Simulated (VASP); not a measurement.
Runs of VASP 6.6.1 on BaTiO3. The typed cell holds 5 atoms: a = 4.000 Å, b = 4.000 Å, c = 4.018 Å, α = 90.00°, β = 90.00°, γ = 90.00°. 

```tsv
task	U	cell	gap on the mesh (eV)	pressure (GPa)	largest force (eV/Å)
relaxation of cell and atoms	Ti d U = 1.0 eV	relaxed	1.95	0.0	0.01
single point	Ti d U = 2.0 eV	as given	(b)	-4.3	1.28
single point	Ti d U = 1.0 eV	as given	1.98	-5.1	1.24
single point	Ti d U = 8.0 eV	as given	(a)	1.1	2.08
```

Alike in all rows: level LDA+U; potentials or basis VASP PAW LDA potentials, release 64 (Ba_sv, Ti_sv, O); no spin polarisation; k mesh 7 × 7 × 7; cutoff (eV) 600; smearing fermi-dirac 0.05 eV.

**Question.** Estimate the missing entries.

**Answer.** (a) 2.87; (b) 2.09.

Caveats: spin-orbit coupling is left out, which moves the levels of the heavy elements; forces of over 1 eV/Å act on the atoms, so gaps and moduli don't describe the material at rest (at least some runs); the cell stands under tension (at least some runs).

A k mesh can miss the band edges, and the runs leave out spin-orbit coupling on Ba.
